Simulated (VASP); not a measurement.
# TiTe2 (P-3m1) in VASP: notebook

Runs on TiTe2. Level: PBE+D3(BJ). Tasks: single point.

All numbers are computed with VASP 6.6.1; they aren't measurements. Logs are shortened: lines on timing, memory, paths and dates and some standing lists are left out, and cuts for length are marked.

### 1 The cell of the first run

The structure is trigonal, space group P-3m1 (No. 164). Conventional cell: a = 3.749 Å, b = 3.749 Å, c = 6.578 Å, α = 90.00°, β = 90.00°, γ = 120.00°. Within 3.6 Å of Ti (site symmetry -3m) lie 6 Te at 2.77 Å. Te (site symmetry 3m) has 3 Ti at 2.77 Å within 3.6 Å.

### 2 Single point, PBE+D3(BJ) (26.68 Å³/atom)

Contents of INCAR:

```
ALGO = Normal
EDIFF = 1E-6
ENCUT = 520
GGA = PE
ISIF = 2
ISMEAR = 0
IVDW = 12
LASPH = T
LCHARG = F
LREAL = F
LWAVE = F
NBANDS = 19
NELM = 60
PREC = Accurate
SIGMA = 0.1
```

Contents of KPOINTS:

```
k-points
0
Gamma
  15 15 8
```

Contents of POSCAR:

```
TiTe2
1.0
    3.7487435064      0.0000000000      0.0000000000
   -1.8743717532      3.2465071088      0.0000000000
    0.0000000000      0.0000000000      6.5777711855
Ti Te
1 2
Direct
    0.0000000000      0.0000000000      0.0000000000
    0.6666666667      0.3333333333      0.2625541023
    0.3333333333      0.6666666667      0.7374458977
```

Potentials or basis: VASP PAW PBE potentials, release 64 (Ti_sv, Te).

On the command line:

```sh
> cat potpaw_PBE.64/Ti_sv/POTCAR potpaw_PBE.64/Te/POTCAR > POTCAR
> mpirun -np 1 vasp_std > vasp.out
```

OUTCAR:

```text
EDIFF = 1E-6
   ENCUT = 520
   GGA = PE
   ISIF = 2
   ISMEAR = 0
   IVDW = 12
   LASPH = T
   LREAL = F
   NELM = 60
   PREC = Accurate
 IVDW          = 12

 ion  position               nearest neighbor table
   1  0.000  0.000  0.000-   2 2.77   3 2.77   3 2.77   2 2.77   2 2.77   3 2.77
   2  0.667  0.333  0.263-   1 2.77   1 2.77   1 2.77
   3  0.333  0.667  0.737-   1 2.77   1 2.77   1 2.77

  LATTYP: Found a hexagonal cell.
 ALAT       =     3.7487435064
 C/A-ratio  =     1.7546602413

  Lattice vectors:

 A1 = (   3.7487435064,   0.0000000000,   0.0000000000)
 A2 = (  -1.8743717532,   3.2465071088,   0.0000000000)
 A3 = (   0.0000000000,   0.0000000000,   6.5777711855)

Analysis of symmetry for initial positions (statically):
=====================================================================
 Subroutine PRICEL returns:
 Original cell was already a primitive cell.

 Routine SETGRP: Setting up the symmetry group for a
 hexagonal supercell.

 Subroutine GETGRP returns: Found 12 space group operations
 (whereof 12 operations were pure point group operations)
 out of a pool of 24 trial point group operations.

The static configuration has the point symmetry D_3d.

Analysis of symmetry for dynamics (positions and initial velocities):
=====================================================================
 Subroutine PRICEL returns:
 Original cell was already a primitive cell.

 Routine SETGRP: Setting up the symmetry group for a
 hexagonal supercell.

 Subroutine GETGRP returns: Found 12 space group operations
 (whereof 12 operations were pure point group operations)
 out of a pool of 24 trial point group operations.

The dynamic configuration has the point symmetry D_3d.

 Subroutine INISYM returns: Found 12 space group operations
 (whereof 12 operations are pure point group operations),
 and found     1 'primitive' translations

----------------------------------------------------------------------------------------

                                     Primitive cell

  volume of cell :      80.0536

  direct lattice vectors                    reciprocal lattice vectors
     3.748743506  0.000000000  0.000000000     0.266756047  0.154011676  0.000000000
    -1.874371753  3.246507109  0.000000000     0.000000000  0.308023351  0.000000000
     0.000000000  0.000000000  6.577771185     0.000000000  0.000000000  0.152027179

  length of vectors
     3.748743506  3.748743506  6.577771185     0.308023351  0.308023351  0.152027179

  position of ions in fractional coordinates (direct lattice)
     0.000000000  0.000000000  0.000000000
     0.666666667  0.333333333  0.262554102
     0.333333333  0.666666667  0.737445898

  ion indices of the primitive-cell ions
   primitive index   ion index
                 1           1
                 2           2
                 3           3

----------------------------------------------------------------------------------------

 KPOINTS: k-points

Automatic generation of k-mesh.
 Grid dimensions read from file:
 generate k-points for:   15   15    8

 Generating k-lattice:

  Cartesian coordinates                     Fractional coordinates (reciprocal lattice)
     0.017783736  0.010267445  0.000000000     0.066666667  0.000000000  0.000000000
     0.000000000  0.020534890  0.000000000     0.000000000  0.066666667  0.000000000
     0.000000000  0.000000000  0.019003397     0.000000000  0.000000000  0.125000000

  Length of vectors
     0.020534890  0.020534890  0.019003397

  Shift w.r.t. Gamma in fractional coordinates (k-lattice)
     0.000000000  0.000000000  0.000000000

 Subroutine IBZKPT returns following result:
 ===========================================

 Found    192 irreducible k-points:

 Following reciprocal coordinates:
            Coordinates               Weight
  0.000000  0.000000  0.000000      1.000000
  0.066667  0.000000  0.000000      6.000000
  0.133333  0.000000  0.000000      6.000000
  0.200000  0.000000  0.000000      6.000000
  0.266667  0.000000  0.000000      6.000000
  0.333333  0.000000  0.000000      6.000000
[... 16 lines left out ...]
  0.333333  0.200000  0.000000     12.000000
  0.400000  0.200000  0.000000      6.000000
 [... further k-points ...]
   k-points           NKPTS =    192   k-points in BZ     NKDIM =    192   number of bands    NBANDS=     19
   number of dos      NEDOS =    301   number of ions     NIONS =      3
   total plane-waves  NPLWV =  39200
   dimension x,y,z NGX =    28 NGY =   28 NGZ =   50
   dimension x,y,z NGXF=    56 NGYF=   56 NGZF=  100
   ions per type =               1   2
   NGX,Y,Z   is equivalent  to a cutoff of  12.42, 12.42, 12.64 a.u.
   NGXF,Y,Z  is equivalent  to a cutoff of  24.83, 24.83, 25.27 a.u.
 SYSTEM =  unknown system
   PREC   = accura    normal or accurate (medium, high low for compatibility)
   ISTART =      0    job   : 0-new  1-cont  2-samecut
   ICHARG =      2    charge: 1-file 2-atom 10-const
   ISPIN  =      1    spin polarized calculation?
   LNONCOLLINEAR =      F non collinear calculations
   LSORBIT =      F    spin-orbit coupling
   LASPH  =      T    aspherical Exc in radial PAW
   ENCUT  =  520.0 eV  38.22 Ry    6.18 a.u.   6.97  6.97 12.23*2*pi/ulx,y,z
   NELM   =     60;   NELMIN=  2; NELMDL= -5     # of ELM steps
   EDIFF  = 0.1E-05   stopping-criterion for ELM
   LREAL  =      F    real-space projection
   EDIFFG = 0.1E-04   stopping-criterion for IOM
   NSW    =      0    number of steps for IOM
   IBRION =     -1    ionic relax: 0-MD 1-quasi-New 2-CG
   NFREE  =      0    steps in history (QN), initial steepest desc. (CG)
   ISIF   =      2    stress and relaxation
   ISYM   =      2    0-nonsym 1-usesym 2-fastsym
   POTIM  = 0.5000    time-step for ionic-motion
   TEBEG  =    0.0;   TEEND  =   0.0 temperature during run
   PSTRESS=    0.0 pullay stress
   NELECT =      24.0000    total number of electrons
   NUPDOWN=      -1.0000    fix difference up-down
   EMIN   =  10.00;   EMAX   =-10.00  energy-range for DOS
   EFERMI =   0.00;   METHOD = LEGACY
   ISMEAR =     0;   SIGMA  =   0.10  broadening in eV -4-tet -1-fermi 0-gaus
   EFERMI_NEDOS =   21; number of points for ismear=-14 and -15
   IALGO  =     38    algorithm
   IMIX   =      4    mixing-type and parameters
     AMIX     =   0.40;   BMIX     =  1.00
     AMIX_MAG =   1.60;   BMIX_MAG =  1.00
  volume/ion in A,a.u.               =      26.68       180.08
  Fermi-wavevector in a.u.,A,eV,Ry     =   1.095683  2.070541 16.334086  1.200521
  Thomas-Fermi vector in A             =   2.232011
   LORBIT       =      0    0 simple, 1 ext, 2 COOP (PROOUT), +10 PAW based schemes
   GGA     = PE    functional components
   LHFCALC =     F    Hartree Fock is set to
   AEXX    =    0.0000 exact exchange contribution
   IVDW    =    12    specifies the selected vdW correction
   LEPSILON=     F    determine dielectric tensor
   LRPA    =     F    only Hartree local field effects (RPA)
 non-spin polarized calculation
 Gauss-broadening in eV      SIGMA  =   0.10
  energy-cutoff  :      520.00
  volume of cell :       80.05
 maximum number of plane-waves:      2175
   NGX = 13   NGY = 13   NGZ = 25

 number of electron      23.9999994 magnetization

 Free energy of the ion-electron system (eV)
  ---------------------------------------------------
  ext. energy  EPLUGINS =         0.00000000
  ---------------------------------------------------
  free energy    TOTEN  =       -16.20823570 eV

  energy without entropy =      -16.20079264  energy(sigma->0) =      -16.20451417

 E-fermi :   6.8803     XC(G=0):  -9.8711

 val. band max:        6.8773858201   @ k =   0.2667   0.0000   0.1250
 cond. band min:       6.8822446861   @ k =   0.4000   0.0000   0.0000
 fundamental gap:      0.0048588660
 Fermi energy:         6.8803364939

 k-point     1 :       0.0000    0.0000    0.0000
  band No.  band energies     occupation
      1     -50.6016      2.00000
      2     -26.8595      2.00000
      3     -26.8595      2.00000
      4     -26.8198      2.00000
      5      -5.5715      2.00000
      6      -4.1337      2.00000
[... 11 lines left out ...]
     18      12.1038      0.00000
     19      12.7755      0.00000

 k-point     2 :       0.0667    0.0000    0.0000
  band No.  band energies     occupation
      1     -50.6015      2.00000
      2     -26.8614      2.00000
      3     -26.8599      2.00000
      4     -26.8193      2.00000
      5      -5.5209      2.00000
      6      -4.1058      2.00000
[... 11 lines left out ...]
     18      12.4927      0.00000
     19      13.0377      0.00000

 k-point     3 :       0.1333    0.0000    0.0000
  band No.  band energies     occupation
      1     -50.6011      2.00000
      2     -26.8669      2.00000
      3     -26.8612      2.00000
      4     -26.8181      2.00000
      5      -5.3719      2.00000
      6      -4.0254      2.00000
[... 11 lines left out ...]
     18      13.0346      0.00000
     19      13.5446      0.00000

 k-point     4 :       0.2000    0.0000    0.0000
  band No.  band energies     occupation
      1     -50.6005      2.00000
      2     -26.8750      2.00000
      3     -26.8631      2.00000
      4     -26.8162      2.00000
      5      -5.1330      2.00000
      6      -3.9033      2.00000
[... 11 lines left out ...]
     18      12.9359      0.00000
     19      13.7168      0.00000

 k-point     5 :       0.2667    0.0000    0.0000
  band No.  band energies     occupation
      1     -50.5998      2.00000
      2     -26.8843      2.00000
      3     -26.8652      2.00000
      4     -26.8140      2.00000
      5      -4.8209      2.00000
      6      -3.7597      2.00000
[... 11 lines left out ...]
     18      12.5907      0.00000
     19      13.2150      0.00000

 k-point     6 :       0.3333    0.0000    0.0000
  band No.  band energies     occupation
      1     -50.5992      2.00000
      2     -26.8932      2.00000
      3     -26.8673      2.00000
      4     -26.8120      2.00000
      5      -4.4638      2.00000
      6      -3.6276      2.00000
[... 11 lines left out ...]
     18      12.3774      0.00000
     19      12.7108      0.00000

 k-point     7 :       0.4000    0.0000    0.0000
  band No.  band energies     occupation
      1     -50.5987      2.00000
      2     -26.9001      2.00000
      3     -26.8689      2.00000
      4     -26.8104      2.00000
      5      -4.1078      2.00000
      6      -3.5530      2.00000
[... 11 lines left out ...]
     18      12.3558      0.00000
     19      12.4519      0.00000

 k-point     8 :       0.4667    0.0000    0.0000
  band No.  band energies     occupation
      1     -50.5984      2.00000
      2     -26.9038      2.00000
      3     -26.8697      2.00000
      4     -26.8095      2.00000
      5      -3.8258      2.00000
      6      -3.5757      2.00000
[... 256 lines left out ...]
 k-point    20 :       0.4000    0.1333    0.0000
  band No.  band energies     occupation
      1     -50.5983      2.00000
      2     -26.9014      2.00000
      3     -26.8744      2.00000
      4     -26.8091      2.00000
      5      -3.7574      2.00000
      6      -3.5252      2.00000
[... 11 lines left out ...]
     18      11.9104      0.00000
     19      13.4564      0.00000

 k-point    21 :       0.2000    0.2000    0.0000
  band No.  band energies     occupation
      1     -50.5990      2.00000
      2     -26.8912      2.00000
      3     -26.8719      2.00000
      4     -26.8115      2.00000
      5      -4.3869      2.00000
      6      -3.5842      2.00000
[... 11 lines left out ...]
     18      12.2895      0.00000
     19      13.9440      0.00000

 k-point    22 :       0.2667    0.2000    0.0000
  band No.  band energies     occupation
      1     -50.5985      2.00000
      2     -26.8954      2.00000
      3     -26.8757      2.00000
      4     -26.8100      2.00000
      5      -4.0655      2.00000
      6      -3.4931      2.00000
[... 11 lines left out ...]
     18      11.6989      0.00000
     19      14.1455      0.00000

 k-point    23 :       0.3333    0.2000    0.0000
  band No.  band energies     occupation
      1     -50.5982      2.00000
      2     -26.8980      2.00000
      3     -26.8785      2.00000
      4     -26.8089      2.00000
      5      -3.7842      2.00000
      6      -3.4651      2.00000
[... 11 lines left out ...]
     18      11.3871      0.00000
     19      14.2240      0.00000

 k-point    24 :       0.4000    0.2000    0.0000
  band No.  band energies     occupation
      1     -50.5981      2.00000
      2     -26.8988      2.00000
      3     -26.8796      2.00000
      4     -26.8086      2.00000
      5      -3.6376      2.00000
      6      -3.4954      2.00000
[... 11 lines left out ...]
     18      11.2959      0.00000
     19      14.2161      0.00000

 [... further k-points ...]

------------------------ aborting loop because EDIFF is reached ----------------------------------------

 Edisp (eV)   -1.47864

 E8    (eV) :    -0.6856

  FORCE on cell =-STRESS in cart. coord.  units (eV):
  Direction    XX          YY          ZZ          XY          YZ          ZX
  --------------------------------------------------------------------------------------
  -------------------------------------------------------------------------------------
  Total      -0.96612    -0.96612    -0.93076     0.00000     0.00000     0.00000
  in kB     -19.33576   -19.33576   -18.62815     0.00000     0.00000     0.00000
  external pressure =      -19.10 kB  Pullay stress =        0.00 kB

 VOLUME and BASIS-vectors are now :
 -----------------------------------------------------------------------------
  energy-cutoff  :      520.00
  volume of cell :       80.05
      direct lattice vectors                 reciprocal lattice vectors
     3.748743506  0.000000000  0.000000000     0.266756047  0.154011676  0.000000000
    -1.874371753  3.246507109  0.000000000     0.000000000  0.308023351  0.000000000
     0.000000000  0.000000000  6.577771185     0.000000000  0.000000000  0.152027179

 POSITION                                       TOTAL-FORCE (eV/Angst)
 -----------------------------------------------------------------------------------
      0.00000      0.00000      0.00000         0.000000      0.000000     -0.000000
      1.87437      1.08217      1.72702         0.000000     -0.000000      0.002271
     -0.00000      2.16434      4.85075        -0.000000      0.000000     -0.002271
 -----------------------------------------------------------------------------------
    total drift:                               -0.000000      0.000000      0.000000

  FREE ENERGIE OF THE ION-ELECTRON SYSTEM (eV)
  ---------------------------------------------------
  free  energy   TOTEN  =       -17.6868718171 eV

  energy  without entropy=      -17.6794287613  energy(sigma->0) =      -17.68315029
```

Run time: 2.2 min. Hardware: 1 thread of Intel Xeon 6975P-C (Granite Rapids), shared host; peak memory 0.41 GiB.

Results:

```yaml
Free_energy: -17.6869 eV
Pressure: -1.9 GPa
Band_gap_on_the_k_mesh: zero (bands 12 and 13 overlap by 0.70 eV)
Dispersion_energy_per_atom: -0.493 eV
```

Forces on the atoms (eV/Å):
```
Ti   0.000  0.000  0.000
Te   0.000  0.000  0.002
Te   0.000  0.000 -0.002
```

Levels at points of the mesh, in eV from the Fermi level:
| k point | band 10 | band 11 | band 12 | band 13 | band 14 | band 15 |
| --- | --- | --- | --- | --- | --- | --- |
| (0.00, 0.00, 0.00) | 0.28 | 0.39 | 0.39 | 0.40 | 1.13 | 1.13 |
| (0.00, 0.00, 0.50) | -1.56 | 0.38 | 0.38 | 0.83 | 0.83 | 0.97 |

Caveat: spin-orbit coupling is left out, which moves the levels of the heavy elements.

### 3 Single point, PBE+D3(BJ) (27.69 Å³/atom)

This run uses another cell than the first one, of 27.69 Å³/atom.

Contents of INCAR:

```
SYSTEM = TiTe2
ALGO = Normal
EDIFF = 1E-6
ENCUT = 520
GGA = PE
ISIF = 2
ISMEAR = 0
IVDW = 12
LASPH = .True.
LCHARG = .False.
LREAL = .False.
LWAVE = .False.
NBANDS = 19
NELM = 60
PREC = Accurate
SIGMA = 0.1
```

Contents of KPOINTS:

```
k-points
0
Gamma
  15 15 8
  0 0 0
```

Contents of POSCAR:

```
TiTe2
1.0
    3.7677565480      0.0000000000      0.0000000000
   -1.8838782740      3.2629728858      0.0000000000
    0.0000000000      0.0000000000      6.7572714934
Ti Te
1 2
Direct
    0.0000000000      0.0000000000      0.0000000000
    0.6666666667      0.3333333333      0.2554612560
    0.3333333333      0.6666666667      0.7445387440
```

Potentials or basis: VASP PAW PBE potentials, release 64 (Ti_sv, Te).

On the command line:

```sh
> cat potpaw_PBE.64/Ti_sv/POTCAR potpaw_PBE.64/Te/POTCAR > POTCAR
> mpirun -np 1 vasp_std > vasp.out
```

Wall time 2.3 min (1 thread of Intel Xeon 6975P-C (Granite Rapids), shared host); peak memory 0.42 GiB.

The run converged. Its results:

* Free energy: -17.6449 eV
* Pressure: -2.5 GPa
* Largest force: 0.015 eV/Å
* Band gap on the k mesh: zero (bands 12 and 13 overlap by 0.65 eV)
* Dispersion energy per atom: -0.475 eV

Forces in eV/Å, atoms in the order of the input:
```
Ti   0.000  0.000  0.000
Te   0.000  0.000  0.015
Te   0.000  0.000 -0.015
```

Stress tensor (GPa, compression positive):
```
-2.52  0.00  0.00
 0.00 -2.52  0.00
 0.00  0.00 -2.43
```

Levels at points of the mesh, in eV from the Fermi level:
```
           k point  band 8  band 9  band 10  band 11  band 12  band 13  band 14  band 15  band 16  band 17
(0.00, 0.00, 0.00)   -1.61   -1.61     0.16     0.29     0.38     0.38     1.08     1.08     3.12     3.12
(0.00, 0.00, 0.50)   -2.56   -1.57    -1.57     0.37     0.37     0.87     0.87     0.90     3.41     3.41
```

Caveat: spin-orbit coupling is left out, which moves the levels of the heavy elements.
